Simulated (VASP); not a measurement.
Write the native input for VASP 6.6.1 that does the following.

| Item | Value |
| --- | --- |
| Task | single point |
| Functional | PBE |
| Potentials or basis | VASP PAW PBE potentials, release 64 (Se, Zn) |
| Cutoff | 520 eV |
| k mesh | 7 × 7 × 5 |
| Occupations | fermi-dirac, width 0.05 eV |
| Spin | no spin polarisation |
| Dipole correction | no |
| Further INCAR settings | ALGO = Normal; EDIFF = 1e-07; NBANDS = 26 |

The structure of ZnSe lies in POSCAR:

```
ZnSe
1.0
    4.1882656299      0.0000000000      0.0000000000
    0.0000000000      4.1882656299      0.0000000000
    0.0000000000      0.0000000000      6.1894066966
Se Zn
2 2
Direct
    0.5000000000      0.0000000000      0.7537200000
    0.0000000000      0.5000000000      0.2462800000
    0.5000000000      0.5000000000      0.0000000000
    0.0000000000      0.0000000000      0.0000000000
```

The input as run:

INCAR

```
ALGO = Normal ; EDIFF = 1E-7
ENCUT = 520 ; GGA = PE
ISIF = 2 ; ISMEAR = -1
LASPH = True ; LCHARG = False
LREAL = False ; LWAVE = False
NBANDS = 26 ; NELM = 80
PREC = Accurate ; SIGMA = 0.05
```

KPOINTS

```
k-points
0
Gamma
  7 7 5
```

Potentials or basis: VASP PAW PBE potentials, release 64 (Se, Zn).

The run is started by

```sh
$ cat potpaw_PBE.64/Se/POTCAR potpaw_PBE.64/Zn/POTCAR > POTCAR
$ mpirun -np 1 vasp_std > vasp.out
```

It gave:

```
Pressure               : -2.6 GPa
Largest force          : 0.563 eV/Å
Band gap on the k mesh : 1.85 eV
```

Caveat: an odd mesh through Γ misses points on the zone boundary, where band edges can lie.

Run time: 82 s on 1 thread of Intel Xeon 8259CL, with other jobs on the host, peak memory 0.25 GiB.
